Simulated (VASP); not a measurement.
Mg:

```xyz
2
Lattice="3.2093 0.0000 0.0000 -1.6046 2.7793 0.0000 0.0000 0.0000 5.2103" Properties=species:S:1:pos:R:3 pbc="T T T"
Mg    0.0000    1.8529    1.3026
Mg    1.6047    0.9264    3.9077
```

```yaml
Program: VASP 6.6.1
Task: relaxation of cell and atoms
Functional: LDA
Potentials_or_basis: VASP PAW LDA potentials, release 64 (Mg)
Cutoff: 600 eV
k_mesh: 12 × 12 × 8
Occupations: gaussian, width 0.1 eV
Spin: no spin polarisation
```

At the start: pressure -2.8 GPa; volume 23.24 Å³/atom.

Where does the relaxation end?

Over 8 steps the energy falls by 18.2 meV/atom and the volume is 21.42 Å³/atom (-7.8 %); space group P6_3/mmc (No. 194, to 0.05 Å).

Step by step:
| step | energy change (eV) | largest force (eV/Å) | pressure (GPa) | volume (Å³) |
| --- | --- | --- | --- | --- |
| 1 | 0.0000 | 0.0000 | -2.84 | 46.47 |
| 2 | -0.0331 | 0.0000 | -0.85 | 43.76 |
| 3 | -0.0359 | 0.0000 | 0.00 | 42.83 |
| 4 | -0.0359 | 0.0000 | 0.06 | 42.76 |
| 5 | -0.0363 | 0.0000 | 0.06 | 42.77 |
| 6 | -0.0364 | 0.0000 | 0.05 | 42.79 |
| 7 | -0.0364 | 0.0000 | 0.05 | 42.79 |
| 8 | -0.0364 | 0.0000 | 0.00 | 42.84 |

Final structure:
```
Mg
1.0
     3.14189    0.00000    0.00000
    -1.57094    2.72095    0.00000
     0.00000    0.00000    5.01161
Mg
2
Direct
  0.33333 0.66667 0.25000
  0.66667 0.33333 0.75000
```
